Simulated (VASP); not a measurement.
Set up this calculation in VASP 6.6.1, as the native input.

| Property | Result |
| --- | --- |
| Task | electric field gradients |
| Functional | LDA |
| Potentials or basis | VASP PAW LDA potentials, release 64 (Ti_sv, Hg) |
| Cutoff | 520 eV |
| k mesh | 14 × 14 × 10 |
| Occupations | fermi-dirac, width 0.08 eV |
| Spin | no spin polarisation |
| Dipole correction | no |
| Further INCAR settings | ALGO = Normal; EDIFF = 1e-08; NBANDS = 19 |

The structure of TiHg lies in POSCAR:

```
TiHg
1.0
    2.9475746011      0.0000000000      0.0000000000
    0.0000000000      2.9475746011      0.0000000000
    0.0000000000      0.0000000000      3.9585074653
Ti Hg
1 1
Direct
    0.5000000000      0.5000000000      0.5000000000
    0.0000000000      0.0000000000      0.0000000000
```

These files were run (other wordings do the same):

INCAR

```
SYSTEM = TiHg
PREC     = Accurate       ! precision mode
ENCUT    = 520            ! plane-wave cutoff, eV
EDIFF    = 1E-8           ! SCF threshold, eV
ISMEAR   = -1             ! smearing method
SIGMA    = 0.08           ! smearing width, eV
LREAL    = .False.        ! projectors in reciprocal space
LASPH    = .True.         ! aspherical terms in the spheres
NELM     = 80             ! most SCF steps
ALGO     = Normal         ! electronic algorithm
ISIF     = 2              ! what is computed and relaxed
LWAVE    = .False.        ! write WAVECAR
LCHARG   = .False.        ! write CHGCAR
LEFG     = .True.       
NBANDS   = 19             ! bands
```

KPOINTS

```
Automatic mesh
0
Gamma
  14 14 10
  0 0 0
```

Potentials or basis: VASP PAW LDA potentials, release 64 (Ti_sv, Hg).

Launch:

```console
$ cat potpaw_LDA.64/Ti_sv/POTCAR potpaw_LDA.64/Hg/POTCAR > POTCAR
$ mpirun -np 1 vasp_std > vasp.out
```

It gave:

| Property | Result |
| --- | --- |
| Pressure | 2.0 GPa |
| Band gap on the k mesh | zero (bands 12 and 13 overlap by 1.23 eV) |
| Largest electric field gradient by atom | Ti +24.7; Hg -225.8 V/Å² |

Caveat: without QUAD_EFG the Cq values of the log hold for a quadrupole moment of 1 mb, not for the nuclei; spin-orbit coupling is left out, which moves the levels of the heavy elements.

It took 65 s on 1 thread of Intel(R) Xeon(R) Platinum 8488C (Sapphire Rapids), with other jobs on the host, peak memory 0.25 GiB.
